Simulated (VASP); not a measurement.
Set up this calculation in VASP 6.6.1, as the native input.

```
Task                   : single point
Functional             : RPBE
Potentials or basis    : VASP PAW PBE potentials, release 64 (Cs_sv)
Cutoff                 : 520 eV
k mesh                 : 5 × 5 × 5
Occupations            : fermi-dirac, width 0.1 eV
Spin                   : no spin polarisation
Dipole correction      : no
Further INCAR settings : ALGO = Normal; EDIFF = 1e-06; NBANDS = 16
```

The structure of Cs lies in POSCAR:

```
Cs
1.0
    0.0000000000      6.1043196227      6.1043196227
    6.1043196227      0.0000000000      6.1043196227
    6.1043196227      6.1043196227      0.0000000000
Cs
2
Direct
    0.1250000000      0.1250000000      0.1250000000
    0.8750000000      0.8750000000      0.8750000000
```

This cell differs from its parent crystal: volume scaled by 1.08.

These files were run (other wordings do the same):

INCAR

```
SYSTEM = Cs
PREC = Accurate ; ENCUT = 520
EDIFF = 1E-6 ; ISMEAR = -1
SIGMA = 0.1 ; LREAL = .False.
LASPH = .True. ; NELM = 100
ALGO = Normal ; ISIF = 2
LWAVE = .False. ; LCHARG = .False.
GGA = RP ; NBANDS = 16
```

KPOINTS

```
regular mesh
0
Gamma
  5 5 5
  0 0 0
```

Potentials or basis: VASP PAW PBE potentials, release 64 (Cs_sv).

The run is started by

```console
$ cat potpaw_PBE.64/Cs_sv/POTCAR > POTCAR
$ mpirun -np 1 vasp_std > vasp.out
```

Results of the run:

* Pressure: 0.0 GPa
* Band gap on the k mesh: 0.13 eV, direct

Caveat: the PAW data sets were made with another functional, which shifts forces and pressure a little; spin-orbit coupling is left out, which moves the levels of the heavy elements.

Wall time 87 s on 1 thread of AMD EPYC 9R45 96-Core Processor (Zen 5), with other jobs on the host, peak memory 0.54 GiB.
